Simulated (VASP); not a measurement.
**Si: single point with LDA**

Si:

```
CELL_PARAMETERS angstrom
-0.00675 2.70097 2.70097
2.70097 -0.00675 2.70097
2.69422 2.69422 0.00000
ATOMIC_POSITIONS crystal
Si 0.99966 0.99966 0.00034
Si 0.25034 0.25034 0.24966
```

```
Program                : VASP 6.6.1
Task                   : single point
Functional             : LDA
Potentials or basis    : VASP PAW LDA potentials, release 64 (Si)
Cutoff                 : 520 eV
k mesh                 : 10 × 10 × 10
Occupations            : gaussian, width 0.01 eV
Spin                   : no spin polarisation
Dipole correction      : no
Further INCAR settings : ALGO = Normal; EDIFF = 1e-06; NBANDS = 11
```

```json
{
  "Pressure": "0.0 GPa",
  "Band gap on the k mesh": "0.43 eV, indirect (least direct gap 2.48 eV)"
}
```

Stress tensor (GPa, compression positive):
```
0.05 0.38 0.00
0.38 0.05 0.00
0.00 0.00 0.05
```

Levels at points of the mesh, in eV from the valence-band top:
```
           k point  band 2  band 3  band 4  band 5  band 6  band 7
(0.00, 0.00, 0.00)   -0.05   -0.02    0.00    2.48    2.50    2.54
(0.50, 0.00, 0.00)   -7.09   -1.23   -1.21    1.49    3.26    3.28
(0.50, 0.50, 0.00)   -7.88   -2.95   -2.89    0.51    0.59   10.07
(0.00, 0.00, 0.50)   -7.08   -1.26   -1.24    1.44    3.24    3.26
(0.50, 0.00, 0.50)   -7.89   -2.92   -2.92    0.55    0.55   10.09
```

Wall time 39 s on 1 thread of Intel Xeon 6975P-C, on a shared host, peak memory 0.17 GiB.

A k mesh can miss the band edges.
